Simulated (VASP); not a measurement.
Write the native input for VASP 6.6.1 that does the following.

```yaml
Task: single point
Functional: PBE
Potentials_or_basis: VASP PAW PBE potentials, release 64 (Ag)
Cutoff: 520 eV
k_mesh: 8 × 8 × 8
Occupations: fermi-dirac, width 0.03 eV
Spin: no spin polarisation
Dipole_correction: no
Further_INCAR_settings: ALGO = Normal; EDIFF = 1e-07; NBANDS = 12
```

The structure of Ag lies in POSCAR:

```
Ag
1.0
   -0.0461030000      2.0572090000      2.0726950000
    2.0307820000      0.0052840000      2.0213070000
    2.0322150000      2.0072550000      0.0038510000
Ag
1
Direct
    0.0000000000      0.0000000000      0.0000000000
```

This cell differs from its parent crystal: the cell strained at random.

The input as run:

INCAR

```
PREC = Accurate ; ENCUT = 520
EDIFF = 1E-7 ; ISMEAR = -1
SIGMA = 0.03 ; LREAL = F
LASPH = T ; NELM = 80
ALGO = Normal ; ISIF = 2
LWAVE = F ; LCHARG = F
GGA = PE ; NBANDS = 12
```

KPOINTS

```
Automatic mesh
0
Gamma
  8 8 8
```

Potentials or basis: VASP PAW PBE potentials, release 64 (Ag).

The run is started by

```bash
$ cat potpaw_PBE.64/Ag/POTCAR > POTCAR
$ mpirun -np 1 vasp_std > vasp.out
```

It gave:

```
Pressure : 5.3 GPa
```

Caveat: the cell differs from its parent crystal (the cell strained at random).

Run time: 52 s on 1 thread of Intel Xeon 8259CL, on a shared host, peak memory 0.18 GiB.
